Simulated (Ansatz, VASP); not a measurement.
# Li3OF: VASP beside Ansatz

```
F O Li
1.0
     3.71744    0.00000    0.00000
     0.00000    3.71744    0.00000
     0.00000    0.00000    3.71744
F O Li
1 1 3
Direct
  0.00000 0.00000 0.00000
  0.50000 0.50000 0.50000
  0.50000 0.50000 0.00000
  0.50000 0.00000 0.50000
  0.00000 0.50000 0.50000
```

Alike in both runs: task single point; functional PBE; k mesh 6 × 6 × 6; no spin polarisation.

|  | VASP | Ansatz |
| --- | --- | --- |
| version | VASP 6.6.1 | Ansatz 0.2.0 |
| potentials or method | VASP PAW PBE potentials, release 64 (F, O, Li_sv) | plane waves, PAW |
| plane-wave cutoff (eV) | 520 | 420 |
| occupations | gaussian, width 0.01 eV | fixed |
| valence electrons in the cell | 22 | 22 |

|  | VASP | Ansatz | Ansatz less VASP |
| --- | --- | --- | --- |
| gap on the k mesh at the Fermi level (eV) | 4.67 | 4.67 | -0.001 |

Noted on VASP's run: the cutoff is short for stress, so the pressure is rough.
